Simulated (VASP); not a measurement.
# MgO in VASP: further runs

The runs below take MgO through relaxation of cell and atoms, single point, with PBE.

Program: VASP 6.6.1. These are calculated values, not measurements. Logs are shortened: lines on timing, memory, paths and dates and some standing lists are left out, and cuts for length are marked.

### Step 1. The cell of the first run

It takes space group F-43m (No. 216, cubic). The conventional cell has a = 4.612 Å, b = 4.612 Å, c = 4.612 Å, α = 90.00°, β = 90.00°, γ = 90.00°. Mg (site symmetry -43m) has 4 O at 2.00 Å within 2.6 Å. O (site symmetry -43m) has 4 Mg at 2.00 Å within 2.6 Å.

### Step 2. Relaxation of cell and atoms, PBE

Input file INCAR:

```
  PREC = Accurate
  ENCUT = 600
  EDIFF = 1E-6
  ISMEAR = 0
  SIGMA = 0.01
  LREAL = False
  LASPH = True
  NELM = 60
  ALGO = Normal
  ISIF = 3
  LWAVE = False
  LCHARG = False
  GGA = PE
  IBRION = 2
  NSW = 80
  EDIFFG = -0.001
```

Input file KPOINTS:

```
Automatic mesh
0
Gamma
  8 8 8
```

Input file POSCAR:

```
MgO
1.0
    0.0000000000      2.3061620622      2.3061620622
    2.3061620622      0.0000000000      2.3061620622
    2.3061620622      2.3061620622      0.0000000000
Mg O
1 1
Direct
    0.5000000000      0.5000000000      0.5000000000
    0.2500000000      0.2500000000      0.2500000000
```

Potentials or basis: VASP PAW PBE potentials, release 64 (Mg, O).

The run is started by

```
> cat potpaw_PBE.64/Mg/POTCAR potpaw_PBE.64/O/POTCAR > POTCAR
> mpirun -np 1 vasp_std > vasp.out
```

OUTCAR:

```text
PREC = Accurate
   ENCUT = 600
   EDIFF = 1E-6
   ISMEAR = 0
   LREAL = False
   LASPH = True
   NELM = 60
   ISIF = 3
   GGA = PE
   IBRION = 2
   NSW = 80
   EDIFFG = -0.001

 ion  position               nearest neighbor table
   1  0.500  0.500  0.500-   2 2.00   2 2.00   2 2.00   2 2.00
   2  0.250  0.250  0.250-   1 2.00   1 2.00   1 2.00   1 2.00

  LATTYP: Found a face centered cubic cell.
 ALAT       =     4.6123241244

  Lattice vectors:

 A1 = (   0.0000000000,   2.3061620622,   2.3061620622)
 A2 = (   2.3061620622,   0.0000000000,   2.3061620622)
 A3 = (   2.3061620622,   2.3061620622,   0.0000000000)

Analysis of symmetry for initial positions (statically):
=====================================================================
 Subroutine PRICEL returns:
 Original cell was already a primitive cell.

 Routine SETGRP: Setting up the symmetry group for a
 face centered cubic supercell.

 Subroutine GETGRP returns: Found 24 space group operations
 (whereof 24 operations were pure point group operations)
 out of a pool of 48 trial point group operations.

The static configuration has the point symmetry T_d .

Analysis of symmetry for dynamics (positions and initial velocities):
=====================================================================
 Subroutine PRICEL returns:
 Original cell was already a primitive cell.

 Routine SETGRP: Setting up the symmetry group for a
 face centered cubic supercell.

 Subroutine GETGRP returns: Found 24 space group operations
 (whereof 24 operations were pure point group operations)
 out of a pool of 48 trial point group operations.

The dynamic configuration has the point symmetry T_d .

 Subroutine INISYM returns: Found 24 space group operations
 (whereof 24 operations are pure point group operations),
 and found     1 'primitive' translations

----------------------------------------------------------------------------------------

                                     Primitive cell

  volume of cell :      24.5301

  direct lattice vectors                    reciprocal lattice vectors
     0.000000000  2.306162062  2.306162062    -0.216810435  0.216810435  0.216810435
     2.306162062  0.000000000  2.306162062     0.216810435 -0.216810435  0.216810435
     2.306162062  2.306162062  0.000000000     0.216810435  0.216810435 -0.216810435
[... 92 lines left out ...]
   POTIM  = 0.5000    time-step for ionic-motion
   TEBEG  =    0.0;   TEEND  =   0.0 temperature during run
   PSTRESS=    0.0 pullay stress
   NELECT =       8.0000    total number of electrons
   NUPDOWN=      -1.0000    fix difference up-down
   EMIN   =  10.00;   EMAX   =-10.00  energy-range for DOS
   EFERMI =   0.00;   METHOD = LEGACY
   ISMEAR =     0;   SIGMA  =   0.01  broadening in eV -4-tet -1-fermi 0-gaus
   EFERMI_NEDOS =   21; number of points for ismear=-14 and -15
   IALGO  =     38    algorithm
   IMIX   =      4    mixing-type and parameters
     AMIX     =   0.40;   BMIX     =  1.00
     AMIX_MAG =   1.60;   BMIX_MAG =  1.00
  volume/ion in A,a.u.               =      12.27        82.77
  Fermi-wavevector in a.u.,A,eV,Ry     =   1.126864  2.129465 17.276997  1.269823
  Thomas-Fermi vector in A             =   2.263548
   LORBIT       =      0    0 simple, 1 ext, 2 COOP (PROOUT), +10 PAW based schemes
   GGA     = PE    functional components
   LHFCALC =     F    Hartree Fock is set to
   AEXX    =    0.0000 exact exchange contribution
   IVDW    =     0    specifies the selected vdW correction
   LEPSILON=     F    determine dielectric tensor
   LRPA    =     F    only Hartree local field effects (RPA)
 conjugate gradient relaxation of ions
 non-spin polarized calculation
 Gauss-broadening in eV      SIGMA  =   0.01
  energy-cutoff  :      600.00
  volume of cell :       24.53
 maximum number of plane-waves:       869
 NGX is ok and might be reduce to    28

--------------------------------------- Ionic step        1  -------------------------------------------

 number of electron       8.0000002 magnetization

 Free energy of the ion-electron system (eV)
  ---------------------------------------------------
  ext. energy  EPLUGINS =         0.00000000
  ---------------------------------------------------
  free energy    TOTEN  =       -11.70397443 eV

  energy without entropy =      -11.70397443  energy(sigma->0) =      -11.70397443

------------------------ aborting loop because EDIFF is reached ----------------------------------------

  FORCE on cell =-STRESS in cart. coord.  units (eV):
  Direction    XX          YY          ZZ          XY          YZ          ZX
  --------------------------------------------------------------------------------------
  -------------------------------------------------------------------------------------
  Total       -0.0822464     -0.0822464     -0.0822464      0.0000000      0.0000000      0.0000000
  in kB       -5.3718999     -5.3718999     -5.3718999      0.0000000      0.0000000      0.0000000
  external PRESSURE =      -5.3718999 kB  Pullay stress =       0.0000000 kB
[... 131 lines left out ...]
--------------------------------------- Ionic step        5  -------------------------------------------

 number of electron       8.0000002 magnetization

 Free energy of the ion-electron system (eV)
  ---------------------------------------------------
  ext. energy  EPLUGINS =         0.00000000
  ---------------------------------------------------
  free energy    TOTEN  =       -11.70418693 eV

  energy without entropy =      -11.70418693  energy(sigma->0) =      -11.70418693

 E-fermi :   0.7024     XC(G=0):  -9.6059

 val. band max:        0.6488819297   @ k =   0.0000   0.0000   0.0000
 cond. band min:       4.1419839860   @ k =   0.0000   0.0000   0.0000
 fundamental gap:      3.4931020564
 Fermi energy:         0.7023935963

 k-point     1 :       0.0000    0.0000    0.0000
  band No.  band energies     occupation
      1     -15.1747      2.00000
      2       0.6489      2.00000
      3       0.6489      2.00000
      4       0.6489      2.00000
      5       4.1420      0.00000
      6      17.1726      0.00000
      7      17.1726      0.00000
      8      17.1726      0.00000
[... 243 lines left out ...]
 k-point    24 :      -0.3750    0.2500    0.1250
  band No.  band energies     occupation
      1     -14.4489      2.00000
      2      -1.8515      2.00000
      3      -0.3337      2.00000
      4       0.2341      2.00000
      5       9.0775      0.00000
      6      10.7347      0.00000
      7      13.8482      0.00000
      8      15.5262      0.00000

 [... further k-points ...]
[... 5 lines left out ...]
  --------------------------------------------------------------------------------------
  -------------------------------------------------------------------------------------
  Total       -0.0015764     -0.0015764     -0.0015764      0.0000000     -0.0000000     -0.0000000
  in kB       -0.1034575     -0.1034575     -0.1034575      0.0000000     -0.0000000     -0.0000000
  external PRESSURE =      -0.1034575 kB  Pullay stress =       0.0000000 kB
[... 17 lines left out ...]
  FREE ENERGIE OF THE ION-ELECTRON SYSTEM (eV)
  ---------------------------------------------------
  free  energy   TOTEN  =       -11.7041869343 eV

  energy  without entropy=      -11.7041869343  energy(sigma->0) =      -11.70418693

 reached required accuracy - stopping structural energy minimisation
```

CONTCAR:

```text
MgO
   1.00000000000000
     0.0000000000000000    2.3024812764726539    2.3024812764726539
     2.3024812764726539    0.0000000000000000    2.3024812764726539
     2.3024812764726539    2.3024812764726539    0.0000000000000000
  Mg              O
     1     1
Direct
     0.5000000000000000    0.5000000000000000    0.5000000000000000
     0.2500000000000000    0.2500000000000000    0.2500000000000000

  0.00000000E+00  0.00000000E+00  0.00000000E+00
  0.00000000E+00  0.00000000E+00  0.00000000E+00
```

Wall time 30 s (1 thread of Intel Xeon 8259CL, shared host); peak memory 0.16 GiB.

What came out:

```
Free energy                            : -11.7042 eV
Relaxed volume                         : 12.21 Å³/atom
Relaxed cell                           : a = 3.256 Å, b = 3.256 Å, c = 3.256 Å, α = 60.00°, β = 60.00°, γ = 60.00°
Space group after relaxing (to 0.05 Å) : F-43m (No. 216)
Energy gained by relaxing              : 0.1 meV/atom
Ionic steps                            : 5
Pressure after relaxing                : 0.0 GPa
Band gap on the k mesh                 : 3.49 eV, direct
```

Step by step:
```csv
step,energy change (eV),largest force (eV/Å),pressure (GPa),volume (Å³)
1,0.0000,0.0000,-0.54,24.53
2,-0.0002,0.0000,0.13,24.38
3,-0.0002,0.0000,0.02,24.41
4,-0.0002,0.0000,-0.01,24.41
5,-0.0002,0.0000,-0.01,24.41
```

Final structure:
```xyz
2
Lattice="0.0000 2.3025 2.3025 2.3025 0.0000 2.3025 2.3025 2.3025 0.0000" Properties=species:S:1:pos:R:3 pbc="T T T"
Mg    2.3025    2.3025    2.3025
O     1.1512    1.1512    1.1512
```

### Step 3. Single point, PBE

This run uses another cell than the first one: it holds 4 atoms, not 2.

Input file INCAR:

```
ALGO     = Normal         # electronic algorithm
EDIFF    = 1E-6           # SCF threshold, eV
ENCUT    = 520            # plane-wave cutoff, eV
GGA      = PE             # functional
ISIF     = 2              # what is computed and relaxed
ISMEAR   = 0              # smearing method
LASPH    = True           # aspherical terms in the spheres
LCHARG   = False          # write CHGCAR
LREAL    = False          # projectors in reciprocal space
LWAVE    = False          # write WAVECAR
NBANDS   = 16             # bands
NELM     = 60             # most SCF steps
PREC     = Accurate       # precision mode
SIGMA    = 0.1            # smearing width, eV
```

Input file KPOINTS:

```
k-points
0
Gamma
  6 6 6
```

Input file POSCAR:

```
MgO
1.0
    0.0000000000      2.3061620622      2.3061620622
    2.3061620622      2.3061620622      0.0000000000
   -2.3061620622      4.6123241243     -2.3061620622
Mg O
2 2
Direct
    0.7500000000      0.7500000000      0.7500000000
    0.2500000000      0.2500000000      0.2500000000
    0.3750000000      0.3750000000      0.8750000000
    0.8750000000      0.8750000000      0.3750000000
```

Potentials or basis: VASP PAW PBE potentials, release 64 (Mg, O).

The run is started by

```
> cat potpaw_PBE.64/Mg/POTCAR potpaw_PBE.64/O/POTCAR > POTCAR
> mpirun -np 1 vasp_std > vasp.out
```

It took 26 s on 1 thread of Intel Xeon 8259CL, shared host; peak memory 0.17 GiB.

Results (log left out):

```
Free energy            : -23.4021 eV
Pressure               : -0.4 GPa
Band gap on the k mesh : 3.46 eV
```

Levels at points of the mesh, in eV from the valence-band top:
| k point | band 6 | band 7 | band 8 | band 9 | band 10 | band 11 |
| --- | --- | --- | --- | --- | --- | --- |
| (0.00, 0.00, 0.00) | 0.00 | 0.00 | 0.00 | 3.46 | 8.56 | 9.45 |
| (0.50, 0.00, 0.00) | -0.99 | -0.47 | -0.47 | 7.61 | 7.61 | 10.77 |
| (0.50, 0.50, 0.00) | -0.73 | -0.18 | -0.18 | 6.18 | 8.56 | 9.45 |
| (0.00, 0.00, 0.50) | -0.09 | -0.09 | -0.09 | 5.79 | 5.79 | 12.93 |

### Step 4. Single point, PBE

This run uses another cell than the first one: it holds 4 atoms, not 2.

Input file INCAR:

```
SYSTEM = MgO
ALGO = Normal
EDIFF = 1E-6
ENCUT = 520
GGA = PE
ISIF = 2
ISMEAR = 0
LASPH = .True.
LCHARG = .True.
LELF = .True.
LREAL = .False.
LVHAR = .True.
LWAVE = .False.
NBANDS = 16
NELM = 100
PREC = Accurate
SIGMA = 0.1
```

Input file KPOINTS:

```
k-points
0
Gamma
  6 6 6
  0 0 0
```

Input file POSCAR:

```
MgO
1.0
    2.3053508157     -2.3050794568      0.0000000000
    2.3053508157      2.3050794568      0.0000000000
    0.0000000000      0.0000000000      4.6113063411
Mg O
2 2
Direct
    0.7493673692      0.7493673692      0.0000000000
    0.2506326308      0.2506326308      0.5000000000
    0.7506414973      0.2493585027      0.2500000000
    0.2493585027      0.7506414973      0.7500000000
```

The run is started by

```
> cat potpaw_PBE.64/Mg/POTCAR potpaw_PBE.64/O/POTCAR > POTCAR
> mpirun -np 1 vasp_std > vasp.out
```

Run time: 47 s. Hardware: 1 thread of Intel Xeon 8259CL, shared host; peak memory 0.17 GiB.

It converged, with:

```
Free energy            : -23.4021 eV
Pressure               : -0.3 GPa
Largest force          : 0.016 eV/Å
Band gap on the k mesh : 3.47 eV
```

Forces in eV/Å, atoms in the order of the input:
```
Mg   0.014  0.000  0.000
Mg  -0.014  0.000  0.000
O    0.000  0.016  0.000
O    0.000 -0.016  0.000
```

Levels at points of the mesh, in eV from the valence-band top:
```
           k point  band 4  band 5  band 6  band 7  band 8  band 9  band 10  band 11  band 12  band 13
(0.00, 0.00, 0.00)   -0.73   -0.73    0.00    0.00    0.00    3.47     6.18    11.39    13.68    16.31
(0.50, 0.00, 0.00)   -2.24   -1.06   -1.05   -0.19   -0.19    7.82     7.82    11.02    11.03    12.94
(0.50, 0.50, 0.00)   -2.44   -0.73   -0.73   -0.73   -0.72    6.18     6.18    11.39    11.39    13.68
(0.00, 0.00, 0.50)   -1.70   -0.38   -0.38   -0.38   -0.38    6.10     6.10    12.64    12.64    14.30
(0.50, 0.00, 0.50)   -2.96   -0.18   -0.18   -0.18   -0.18    8.57     8.57     9.46     9.46    14.39
(0.50, 0.50, 0.50)   -1.72   -1.59   -1.59   -1.02   -1.02    7.59     7.59    11.40    11.40    13.48
```

A hybrid or GW would open this gap; PBE tends to underestimate it.

### Step 5. Overview

```csv
task,cell,k mesh,cutoff (eV),smearing,gap on the mesh (eV),pressure (GPa)
relaxation of cell and atoms,"relaxed from a = 3.261 Å, angles 60.0°, 2 atoms",8 × 8 × 8,600,gaussian 0.01 eV,3.49,0.0
single point,"a = 3.261, b = 3.261, c = 5.649 Å, angles 73.2, 73.2, 60.0°, 4 atoms",6 × 6 × 6,520,gaussian 0.1 eV,3.46,-0.4
single point,"a = 3.260, b = 3.260, c = 4.611 Å, 4 atoms",6 × 6 × 6,520,gaussian 0.1 eV,3.47,-0.3
```

Alike in all rows: level PBE; potentials or basis VASP PAW PBE potentials, release 64 (Mg, O); no spin polarisation.

Total energies depend on the potentials used, so only differences within one code and one set of settings carry meaning.
